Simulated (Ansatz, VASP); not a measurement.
## K: VASP beside Ansatz

```
K
1.0
    -2.61800    2.59182    2.61800
     2.61800   -2.59182    2.61800
     2.61800    2.59182   -2.61800
K
1
Direct
  0.00000 0.00000 0.00000
```

Change from the starting cell: strain -0.0100 x Voigt [0, 1, 0, 0, 0, 0], atoms carried along.

Alike in both runs: task single point; functional LDA; k mesh 14 × 14 × 14; occupations gaussian, width 0.15 eV; no spin polarisation.

```csv
,VASP,Ansatz
version,VASP 6.6.1,Ansatz 0.2.0
potentials or method,"VASP PAW LDA potentials, release 64 (K_sv), cutoff 520 eV","scalar-relativistic, plane waves, PAW"
valence electrons in the cell,9,9
```

|  | VASP | Ansatz | Ansatz less VASP |
| --- | --- | --- | --- |
| gap on the k mesh at the Fermi level (eV) | none | none | - |
| pressure (GPa) | -0.4 | -0.4 | +0.01 |

LDA's correlation is that of Perdew and Zunger in VASP and of Perdew and Wang (1992) in Ansatz. A gap of «none» marks a metal or a gap that the smearing closes.
